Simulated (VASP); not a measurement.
A run of VASP 6.6.1 is set up as follows.

The input INCAR:

```
SYSTEM = CoSi2
PREC = Accurate ; ENCUT = 520
EDIFF = 1E-6 ; ISMEAR = 0
SIGMA = 0.15 ; LREAL = .FALSE.
LASPH = .TRUE. ; NELM = 80
ALGO = Normal ; ISIF = 2
LWAVE = .FALSE. ; LCHARG = .FALSE.
GGA = PS ; NBANDS = 16
```

The input KPOINTS:

```
regular mesh
0
G
  18 18 18
  0 0 0
```

The input POSCAR:

```
CoSi2
1.0
    0.0000000000      3.0664212174      1.9931737913
    3.0664212174      0.0000000000      1.9931737913
    3.0664212174      3.0664212174      0.0000000000
Co Si
1 2
Direct
    0.0000000000      0.0000000000      0.0000000000
    0.2500000000      0.2500000000      0.2500000000
    0.7500000000      0.7500000000      0.7500000000
```

Potentials or basis: VASP PAW PBE potentials, release 64 (Co, Si).

Launch:

```bash
$ cat potpaw_PBE.64/Co/POTCAR potpaw_PBE.64/Si/POTCAR > POTCAR
$ mpirun -np 1 vasp_std > vasp.out
```

**Question.** What does it give for the pressure?

**Answer.** 28.1 GPa.

Stress tensor (GPa, compression positive):
```
-14.66   0.00   0.00
  0.00 -14.66   0.00
  0.00   0.00 113.64
```

Caveat: the PAW data sets were made with another functional, which shifts forces and pressure a little. Spin polarisation is off, so any magnetic state and its effect on volume and gap are missing.
